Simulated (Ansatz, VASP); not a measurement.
## NbIn2Se3: VASP beside Ansatz

```
Nb In Se
1.0
     3.61520    2.08724    3.36712
    -3.61520    2.08724    3.36712
     0.00000   -4.17447    3.36712
Nb In Se
1 2 3
Direct
  0.00000 0.00000 0.00000
  0.64362 0.64362 0.64362
  0.35638 0.35638 0.35638
  0.00000 0.50000 0.00000
  0.50000 0.00000 0.00000
  0.00000 0.00000 0.50000
```

Change from the starting cell: species swapped into the Y2Co3Si type (R-3m, No. 166).

Alike in both runs: functional PBE; k mesh 6 × 6 × 6; occupations gaussian, width 0.1 eV; collinear spin.

Ansatz relaxed the structure, and its values are those at the end. VASP's run is a single point on that final structure, the one shown.

|  | VASP | Ansatz |
| --- | --- | --- |
| version | VASP 6.6.1 | Ansatz 0.2.0 |
| potentials or method | VASP PAW PBE potentials, release 64 (Nb_sv, In_d, Se), cutoff 520 eV | scalar-relativistic, plane waves, PAW |
| valence electrons in the cell | 57 | 87 |

|  | VASP | Ansatz | Ansatz less VASP |
| --- | --- | --- | --- |
| gap on the k mesh at the Fermi level (eV) | none | none | - |
| pressure (GPa) | 0.0 | 0.0 | +0.02 |
| rms of the force components (eV/Å) | 0.003 | 0.001 | -0.0023 |
| net moment per atom (μB) | 0.00 | 0.00 | 0.000 |

A gap of «none» marks a metal or a gap that the smearing closes. The functional is the same, so the differences come from potentials, cutoffs and numerics. VASP's potentials hold 57 valence electrons a cell and Ansatz's 87, so a difference there can come from the potentials and not from the codes. Ansatz's warnings: seeded moment not kept.
